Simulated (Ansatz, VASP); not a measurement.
BeTe: VASP beside Ansatz

File INCAR:

```
SYSTEM = BeTe
  ALGO = Normal
  EDIFF = 1E-7
  ENCUT = 520
  GGA = PE
  ISIF = 2
  ISMEAR = 0
  LASPH = .True.
  LCHARG = .True.
  LELF = .True.
  LREAL = .False.
  LVHAR = .True.
  LWAVE = .False.
  NBANDS = 16
  NELM = 100
  PREC = Accurate
  SIGMA = 0.01
```

KPOINTS

```
k-points
0
Gamma
  6 6 4
  0 0 0
```

File POSCAR:

```
BeTe
1.0
    4.1121511430      0.0000000000      0.0000000000
   -2.0560755715      3.5612273541      0.0000000000
    0.0000000000      0.0000000000      8.9291085296
Be Te
2 2
Direct
    0.3333333333      0.6666666667      0.2500000000
    0.6666666667      0.3333333333      0.7500000000
    0.6666666667      0.3333333333      0.2500000000
    0.3333333333      0.6666666667      0.7500000000
```

Input for Ansatz:

```yaml
crystal:
  lattice:
    - [4.112151143, 0.0, 0.0]
    - [-2.0560755715, 3.5612273541, 0.0]
    - [0.0, 0.0, 8.9291085296]
  atoms:
    - { symbol: Be, position: [0.3333333333, 0.6666666667, 0.25] }
    - { symbol: Be, position: [0.6666666667, 0.3333333333, 0.75] }
    - { symbol: Te, position: [0.6666666667, 0.3333333333, 0.25] }
    - { symbol: Te, position: [0.3333333333, 0.6666666667, 0.75] }
kpoints:
  mp_grid: { grid: [6, 6, 4] }
hamiltonian:
  xc: pbe
scf:
  occupations: { method: fixed }
  n_extra_bands: 5
output:
  forces: true
  stress: true
  eigenvalues: true
```

Alike in both runs: task single point; functional PBE; k mesh 6 × 6 × 4; no spin polarisation.

|  | VASP | Ansatz |
| --- | --- | --- |
| version | VASP 6.6.1 | Ansatz 0.2.0 |
| potentials or method | VASP PAW PBE potentials, release 64 (Be, Te) | plane waves, PAW |
| plane-wave cutoff (eV) | 520 | 420 |
| occupations | gaussian, width 0.01 eV | fixed |
| valence electrons in the cell | 16 | 36 |

Ansatz gave:

```
gap on the k mesh at the Fermi level (eV)                     : 2.80
pressure (GPa)                                                : -2.0
traceless stress, the component that is largest in VASP (GPa) : 1.89
```

Q: What did VASP give for the same quantities?

A: gap on the k mesh at the Fermi level (eV): 2.80; pressure (GPa): -1.9; traceless stress, the component that is largest in VASP (GPa): 1.79.

VASP's potentials hold 16 valence electrons a cell and Ansatz's 36, so a difference there can come from the potentials and not from the codes.

Spin-orbit coupling is off throughout.
